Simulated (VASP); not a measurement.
Wanted: the native input for a VASP 6.6.1 run.

```yaml
Task: single point
Functional: PBE
Potentials_or_basis: VASP PAW PBE potentials, release 64 (Ti_sv)
Cutoff: 500 eV
k_mesh: 14 × 14 × 14
Occupations: gaussian, width 0.15 eV
Spin: no spin polarisation
Dipole_correction: no
Further_INCAR_settings: ALGO = Normal; EDIFF = 1e-06; NBANDS = 12
```

The structure of Ti lies in POSCAR:

```
Ti
1.0
   -1.5753600000      1.5753600000      1.6410000000
    1.5753600000     -1.5753600000      1.6410000000
    1.5753600000      1.5753600000     -1.6410000000
Ti
1
Direct
    0.0000000000      0.0000000000      0.0000000000
```

This cell differs from its parent crystal: strain -0.040 along x and y, +0.000 along z.

The input as run:

INCAR

```
SYSTEM = Ti
  PREC = Accurate
  ENCUT = 500
  EDIFF = 1E-6
  ISMEAR = 0
  SIGMA = 0.15
  LREAL = .False.
  LASPH = .True.
  NELM = 120
  ALGO = Normal
  ISIF = 2
  LWAVE = .False.
  LCHARG = .False.
  GGA = PE
  NBANDS = 12
  GGA_COMPAT = .False.
```

KPOINTS

```
Automatic mesh
0
Gamma
  14 14 14
  0 0 0
```

Potentials or basis: VASP PAW PBE potentials, release 64 (Ti_sv).

Launch:

```bash
$ cat potpaw_PBE.64/Ti_sv/POTCAR > POTCAR
$ mpirun -np 1 vasp_std > vasp.out
```

Results of the run:

The pressure is 6.5 GPa and the band gap on the k mesh is zero (bands 6 and 7 overlap by 1.66 eV).

Caveat: the cell differs from its parent crystal (strain -0.040 along x and y, +0.000 along z); the cell stands under pressure.

Wall time 15 s on 1 thread of Intel(R) Xeon(R) 6975P-C (Granite Rapids), with other jobs on the host, peak memory 0.15 GiB.
